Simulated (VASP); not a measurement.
# Mg2Ga2O3 (P-3m1) in VASP: notebook

Mg2Ga2O3 is run at these levels: PBE; tasks: relaxation of cell and atoms.

All numbers are computed with VASP 6.6.1; they aren't measurements. Logs are shortened: lines on timing, memory, paths and dates and some standing lists are left out, and cuts for length are marked.

## Step 1: The cell of the first run

The structure is trigonal, space group P-3m1 (No. 164). Conventional cell: a = 3.128 Å, b = 3.128 Å, c = 10.202 Å, α = 90.00°, β = 90.00°, γ = 120.00°. Mg (site symmetry 3m) has 6 O at 2.10 to 2.18 Å within 2.8 Å. Within 2.4 Å of Ga (site symmetry 3m) lie 1 O at 1.81 Å. O (site symmetry 3m) has 1 Ga at 1.81 Å and 3 Mg at 2.10 Å within 2.4 Å. O (site symmetry -3m) has 6 Mg at 2.18 Å and 6 O at 2.92 Å within 3.0 Å.

## Step 2: Relaxation of cell and atoms, PBE

Contents of INCAR:

```
  PREC = Accurate
  ENCUT = 600
  EDIFF = 1E-6
  ISMEAR = 0
  SIGMA = 0.1
  LREAL = F
  LASPH = T
  NELM = 80
  ALGO = Normal
  ISIF = 3
  LWAVE = F
  LCHARG = F
  GGA = PE
  IBRION = 2
  NSW = 100
  EDIFFG = -0.01
```

Contents of KPOINTS:

```
regular mesh
0
Gamma
  12 12 4
```

Contents of POSCAR:

```
Mg2Ga2O3
1.0
    3.1281005194      0.0000000000      0.0000000000
   -1.5640502597      2.7090145154      0.0000000000
    0.0000000000      0.0000000000     10.2015276953
Mg Ga O
2 2 3
Direct
    0.6666666667      0.3333333333      0.3801921844
    0.3333333333      0.6666666667      0.6198078156
    0.3333333333      0.6666666667      0.0969473876
    0.6666666667      0.3333333333      0.9030526124
    0.3333333333      0.6666666667      0.2748542093
    0.6666666667      0.3333333333      0.7251457907
    0.0000000000      0.0000000000      0.5000000000
```

Potentials or basis: VASP PAW PBE potentials, release 64 (Mg, Ga_d, O).

The run is started by

```
> cat potpaw_PBE.64/Mg/POTCAR potpaw_PBE.64/Ga_d/POTCAR potpaw_PBE.64/O/POTCAR > POTCAR
> mpirun -np 1 vasp_std > vasp.out
```

OUTCAR:

```text
PREC = Accurate
   ENCUT = 600
   EDIFF = 1E-6
   ISMEAR = 0
   LREAL = F
   LASPH = T
   NELM = 80
   ISIF = 3
   GGA = PE
   IBRION = 2
   NSW = 100
   EDIFFG = -0.01

 ion  position               nearest neighbor table
   1  0.667  0.333  0.380-   5 2.10   5 2.10   5 2.10   7 2.18   7 2.18   7 2.18   2 3.04   2 3.04
                             2 3.04
   2  0.333  0.667  0.620-   6 2.10   6 2.10   6 2.10   7 2.18   7 2.18   7 2.18   1 3.04   1 3.04
                             1 3.04
   3  0.333  0.667  0.097-   5 1.81   4 2.68   4 2.68   4 2.68
   4  0.667  0.333  0.903-   6 1.81   3 2.68   3 2.68   3 2.68
   5  0.333  0.667  0.275-   3 1.81   1 2.10   1 2.10   1 2.10
   6  0.667  0.333  0.725-   4 1.81   2 2.10   2 2.10   2 2.10
   7  0.000  0.000  0.500-   1 2.18   2 2.18   1 2.18   2 2.18   1 2.18   2 2.18

  LATTYP: Found a hexagonal cell.
 ALAT       =     3.1281005194
 C/A-ratio  =     3.2612531573

  Lattice vectors:

 A1 = (   3.1281005194,   0.0000000000,   0.0000000000)
 A2 = (  -1.5640502597,   2.7090145154,   0.0000000000)
 A3 = (   0.0000000000,   0.0000000000,  10.2015276953)

Analysis of symmetry for initial positions (statically):
=====================================================================
 Subroutine PRICEL returns:
 Original cell was already a primitive cell.

 Routine SETGRP: Setting up the symmetry group for a
 hexagonal supercell.

 Subroutine GETGRP returns: Found 12 space group operations
 (whereof 12 operations were pure point group operations)
 out of a pool of 24 trial point group operations.

The static configuration has the point symmetry D_3d.

Analysis of symmetry for dynamics (positions and initial velocities):
=====================================================================
 Subroutine PRICEL returns:
 Original cell was already a primitive cell.

 Routine SETGRP: Setting up the symmetry group for a
 hexagonal supercell.

 Subroutine GETGRP returns: Found 12 space group operations
 (whereof 12 operations were pure point group operations)
 out of a pool of 24 trial point group operations.

The dynamic configuration has the point symmetry D_3d.

 Subroutine INISYM returns: Found 12 space group operations
 (whereof 12 operations are pure point group operations),
 and found     1 'primitive' translations

----------------------------------------------------------------------------------------

                                     Primitive cell
[... 118 lines left out ...]
   IALGO  =     38    algorithm
   IMIX   =      4    mixing-type and parameters
     AMIX     =   0.40;   BMIX     =  1.00
     AMIX_MAG =   1.60;   BMIX_MAG =  1.00
  volume/ion in A,a.u.               =      12.35        83.34
  Fermi-wavevector in a.u.,A,eV,Ry     =   1.345559  2.542738 24.633752  1.810530
  Thomas-Fermi vector in A             =   2.473462
   LORBIT       =      0    0 simple, 1 ext, 2 COOP (PROOUT), +10 PAW based schemes
   GGA     = PE    functional components
   LHFCALC =     F    Hartree Fock is set to
   AEXX    =    0.0000 exact exchange contribution
   IVDW    =     0    specifies the selected vdW correction
   LEPSILON=     F    determine dielectric tensor
   LRPA    =     F    only Hartree local field effects (RPA)
 conjugate gradient relaxation of ions
 non-spin polarized calculation
 Gauss-broadening in eV      SIGMA  =   0.10
  energy-cutoff  :      600.00
  volume of cell :       86.45
 maximum number of plane-waves:      2909
 NGX is ok and might be reduce to    28
   NGX = 13   NGY = 13   NGZ = 41

--------------------------------------- Ionic step        1  -------------------------------------------

 number of electron      47.9999995 magnetization

 Free energy of the ion-electron system (eV)
  ---------------------------------------------------
  ext. energy  EPLUGINS =         0.00000000
  ---------------------------------------------------
  free energy    TOTEN  =       -36.39176893 eV

  energy without entropy =      -36.38362104  energy(sigma->0) =      -36.38769498

------------------------ aborting loop because EDIFF is reached ----------------------------------------

  FORCE on cell =-STRESS in cart. coord.  units (eV):
  Direction    XX          YY          ZZ          XY          YZ          ZX
  --------------------------------------------------------------------------------------
  -------------------------------------------------------------------------------------
  Total        0.0071018      0.0071018     -0.4957976      0.0000000      0.0000000     -0.0000000
  in kB        0.1316204      0.1316204     -9.1887788      0.0000000      0.0000000     -0.0000000
  external PRESSURE =      -2.9751793 kB  Pullay stress =       0.0000000 kB
[... 104 lines left out ...]
  FREE ENERGIE OF THE ION-ELECTRON SYSTEM (eV)
  ---------------------------------------------------
  free  energy   TOTEN  =       -36.3958136405 eV

  energy  without entropy=      -36.3889024742  energy(sigma->0) =      -36.39235806

[... ionic steps 4 to 13 ...]

--------------------------------------- Ionic step       14  -------------------------------------------

 number of electron      47.9999996 magnetization

------------------------ aborting loop because EDIFF is reached ----------------------------------------
[... 77 lines left out ...]
--------------------------------------- Ionic step       16  -------------------------------------------

 number of electron      47.9999996 magnetization

 Free energy of the ion-electron system (eV)
  ---------------------------------------------------
  ext. energy  EPLUGINS =         0.00000000
  ---------------------------------------------------
  free energy    TOTEN  =       -36.40198063 eV

  energy without entropy =      -36.39723677  energy(sigma->0) =      -36.39960870

 E-fermi :   4.5995     XC(G=0): -10.7655

 val. band max:        4.5528562434   @ k =   0.2500   0.0000   0.0000
 cond. band min:       4.6219509416   @ k =   0.2500   0.0000   0.2500
 fundamental gap:      0.0690946982
 Fermi energy:         4.5995407006

 k-point     1 :       0.0000    0.0000    0.0000
  band No.  band energies     occupation
      1     -14.3710      2.00000
      2     -14.2425      2.00000
      3     -12.7666      2.00000
      4     -10.6577      2.00000
      5     -10.6577      2.00000
      6     -10.6283      2.00000
[... 733 lines left out ...]
     27      10.2012      0.00000
     28      10.8438      0.00000

 [... further k-points ...]
[... 5 lines left out ...]
  --------------------------------------------------------------------------------------
  -------------------------------------------------------------------------------------
  Total        0.0174233      0.0174233     -0.0345451      0.0000000     -0.0000000      0.0000000
  in kB        0.3238396      0.3238396     -0.6420731      0.0000000     -0.0000000      0.0000000
  external PRESSURE =       0.0018687 kB  Pullay stress =       0.0000000 kB
[... 22 lines left out ...]
  FREE ENERGIE OF THE ION-ELECTRON SYSTEM (eV)
  ---------------------------------------------------
  free  energy   TOTEN  =       -36.4019806335 eV

  energy  without entropy=      -36.3972367698  energy(sigma->0) =      -36.39960870

 reached required accuracy - stopping structural energy minimisation
```

OSZICAR:

```text
N       E                     dE             d eps       ncg     rms          rms(c)
DAV:   1     0.527962652262E+03    0.52796E+03   -0.25255E+04  3936   0.284E+03
DAV:   2     0.414629992652E+02   -0.48650E+03   -0.47103E+03  4532   0.641E+02
[... 117 lines left out ...]
  15 F= -.36401938E+02 E0= -.36399526E+02  d E =-.131084E-03
       N       E                     dE             d eps       ncg     rms          rms(c)
DAV:   1    -0.364020181257E+02   -0.79663E-04   -0.56584E-03  4896   0.587E-01    0.476E-02
DAV:   2    -0.364019916147E+02    0.26511E-04   -0.25502E-04  4244   0.194E-01    0.222E-02
DAV:   3    -0.364019817940E+02    0.98208E-05   -0.34363E-05  6476   0.628E-02    0.706E-03
DAV:   4    -0.364019805867E+02    0.12073E-05   -0.45099E-06  3664   0.189E-02    0.163E-03
DAV:   5    -0.364019806335E+02   -0.46894E-07   -0.81524E-07  2116   0.108E-02
  16 F= -.36401981E+02 E0= -.36399609E+02  d E =-.421384E-04
```

It took 36 min on 1 thread of Oxide Virtual Turin-like, shared host; peak memory 0.37 GiB.

What came out:

* Free energy: -36.4020 eV
* Relaxed volume: 12.31 Å³/atom
* Relaxed cell: a = 3.142 Å, b = 3.142 Å, c = 10.085 Å, α = 90.00°, β = 90.00°, γ = 120.00°
* Space group after relaxing (to 0.1 Å): P-3m1 (No. 164)
* Energy gained by relaxing: 1.5 meV/atom
* Ionic steps: 16
* Pressure after relaxing: 0.0 GPa
* Largest force after relaxing: 0.010 eV/Å
* Band gap on the k mesh: zero (bands 24 and 25 overlap by 1.73 eV)

Forces on the atoms (eV/Å):
```
Mg   0.000  0.000  0.001
Mg   0.000  0.000 -0.001
Ga   0.000  0.000 -0.010
Ga   0.000  0.000  0.010
O    0.000  0.000 -0.004
O    0.000  0.000  0.004
O    0.000  0.000  0.000
```

Step by step:
```tsv
step	energy change (eV)	largest force (eV/Å)	pressure (GPa)	volume (Å³)
1	0.0000	0.1693	-0.30	86.45
2	-0.0034	0.0918	-0.03	86.16
3	-0.0040	0.1583	0.06	86.02
4	-0.0061	0.0754	0.38	85.91
5	-0.0066	0.1195	0.53	85.84
6	-0.0066	0.1408	0.55	85.82
7	-0.0081	0.0986	0.35	85.94
8	-0.0089	0.0709	0.20	86.08
9	-0.0090	0.0729	0.19	86.11
10	-0.0095	0.0613	0.01	86.20
11	-0.0097	0.0820	-0.11	86.27
12	-0.0100	0.0377	-0.03	86.26
13	-0.0100	0.0468	-0.02	86.26
14	-0.0101	0.0306	-0.03	86.24
15	-0.0102	0.0199	-0.04	86.23
16	-0.0102	0.0095	0.00	86.20
```

Final structure:
```
Mg Ga O
1.0
     3.14154    0.00000    0.00000
    -1.57077    2.72066    0.00000
     0.00000    0.00000   10.08545
Mg Ga O
2 2 3
Direct
  0.66667 0.33333 0.37929
  0.33333 0.66667 0.62071
  0.33333 0.66667 0.09365
  0.66667 0.33333 0.90635
  0.33333 0.66667 0.27345
  0.66667 0.33333 0.72655
  0.00000 0.00000 0.50000
```

## Step 3: Relaxation of cell and atoms, PBE

INCAR: that of step 2 with these lines changed.

```diff
@@ -7,3 +7,3 @@
   LASPH = T
-  NELM = 80
+  NELM = 100
   ALGO = Normal
```

Contents of KPOINTS:

```
Automatic mesh
0
Gamma
  12 12 4
```

Contents of POSCAR:

```
Mg2Ga2O3
1.0
    3.1305589859      0.0000000000      0.0000000000
   -1.5652794929      2.7111436098      0.0000000000
    0.0000000000      0.0000000000     10.1888072543
Mg Ga O
2 2 3
Direct
    0.6666666667      0.3333333333      0.8802080916
    0.3333333333      0.6666666667      0.1197919084
    0.3333333333      0.6666666667      0.5968496844
    0.6666666667      0.3333333333      0.4031503156
    0.3333333333      0.6666666667      0.7748457899
    0.6666666667      0.3333333333      0.2251542101
    0.0000000000      0.0000000000      0.0000000000
```

Potentials or basis: VASP PAW PBE potentials, release 64 (Mg, Ga_d, O).

The run is started by

```
> cat potpaw_PBE.64/Mg/POTCAR potpaw_PBE.64/Ga_d/POTCAR potpaw_PBE.64/O/POTCAR > POTCAR
> mpirun -np 1 vasp_std > vasp.out
```

Wall time 27 min (1 thread of Oxide Virtual Turin-like, shared host); peak memory 0.36 GiB.

Results (log left out):

* Free energy: -36.4021 eV
* Relaxed volume: 12.31 Å³/atom
* Relaxed cell: a = 3.142 Å, b = 3.142 Å, c = 10.083 Å, α = 90.00°, β = 90.00°, γ = 120.00°
* Space group after relaxing (to 0.1 Å): P-3m1 (No. 164)
* Energy gained by relaxing: 1.3 meV/atom
* Ionic steps: 16
* Pressure after relaxing: 0.0 GPa
* Largest force after relaxing: 0.005 eV/Å
* Band gap on the k mesh: zero (bands 24 and 25 overlap by 1.73 eV)

Forces on the atoms (eV/Å):
```
Mg   0.000  0.000 -0.003
Mg   0.000  0.000  0.003
Ga   0.000  0.000 -0.005
Ga   0.000  0.000  0.005
O    0.000  0.000 -0.002
O    0.000  0.000  0.002
O    0.000  0.000  0.000
```

The path:
```csv
step,energy change (eV),largest force (eV/Å),pressure (GPa),volume (Å³)
1,0.0000,0.2041,-0.26,86.48
2,-0.0028,0.1534,-0.14,86.23
3,-0.0028,0.1542,-0.22,86.23
4,-0.0048,0.1165,0.16,86.02
5,-0.0058,0.0772,0.50,85.81
6,-0.0060,0.0790,0.61,85.72
7,-0.0075,0.0558,0.37,85.88
8,-0.0084,0.0609,0.18,86.05
9,-0.0084,0.0628,0.17,86.10
10,-0.0090,0.0344,0.01,86.21
11,-0.0092,0.0220,-0.10,86.30
12,-0.0092,0.0215,-0.11,86.32
13,-0.0093,0.0144,0.00,86.25
14,-0.0093,0.0136,-0.03,86.23
15,-0.0093,0.0102,0.05,86.18
16,-0.0094,0.0045,-0.01,86.20
```

Final structure:
```
CELL_PARAMETERS angstrom
3.14197 0.00000 0.00000
-1.57099 2.72103 0.00000
0.00000 0.00000 10.08310
ATOMIC_POSITIONS crystal
Mg 0.66667 0.33333 0.87929
Mg 0.33333 0.66667 0.12071
Ga 0.33333 0.66667 0.59359
Ga 0.66667 0.33333 0.40641
O 0.33333 0.66667 0.77342
O 0.66667 0.33333 0.22658
O 0.00000 0.00000 0.00000
```

Levels at points of the mesh, in eV from the Fermi level:
| k point | band 20 | band 21 | band 22 | band 23 | band 24 | band 25 | band 26 | band 27 | band 28 |
| --- | --- | --- | --- | --- | --- | --- | --- | --- | --- |
| (0.00, 0.00, 0.00) | -2.34 | -2.34 | -1.61 | -1.61 | -0.25 | 2.77 | 5.23 | 6.64 | 7.93 |
| (0.50, 0.00, 0.00) | -3.28 | -3.01 | -2.80 | -2.15 | -2.12 | 1.73 | 2.07 | 4.02 | 6.53 |
| (0.00, 0.00, 0.50) | -2.33 | -2.33 | -1.61 | -1.61 | -1.05 | 3.72 | 4.38 | 6.65 | 7.94 |
| (0.50, 0.00, 0.50) | -3.12 | -2.97 | -2.85 | -2.19 | -2.10 | 1.62 | 2.26 | 4.01 | 6.59 |

The gap in the log of VASP goes by the Fermi energy; the results here count the filled bands.